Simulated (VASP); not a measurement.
Crystal: Ir.

```
CELL_PARAMETERS angstrom
2.72080 0.00000 0.00000
-1.36040 2.35628 0.00000
0.00000 0.00000 4.40669
ATOMIC_POSITIONS crystal
Ir 0.33333 0.66667 0.25000
Ir 0.66667 0.33333 0.75000
```

This isn't the form of Ir at room conditions, which is fcc.

Base run:

```yaml
Program: VASP 6.6.1
Functional: PBE
Potentials_or_basis: VASP PAW PBE potentials, release 64 (Ir)
Cutoff: 520 eV
k_mesh: 15 × 15 × 8
Occupations: fermi-dirac, width 0.03 eV
Spin: no spin polarisation
```

Its results: band gap on the k mesh zero (bands 9 and 10 overlap by 3.30 eV); pressure 12.0 GPa.

Problem. The run is repeated on the same cell with these changes: hubbard terms from none to Ir d U = 4.0 eV. What comes out?

Solution. Band gap on the k mesh zero (bands 9 and 10 overlap by 3.11 eV); pressure -5.4 GPa.

Caveats: spin-orbit coupling is left out, which moves the levels of the heavy elements; the cell stands under pressure (at least some runs); the cell stands under tension (at least some runs); U without spin polarisation on a metal has little footing (at least some runs); the U is typed as a test and isn't derived for this compound (at least some runs).
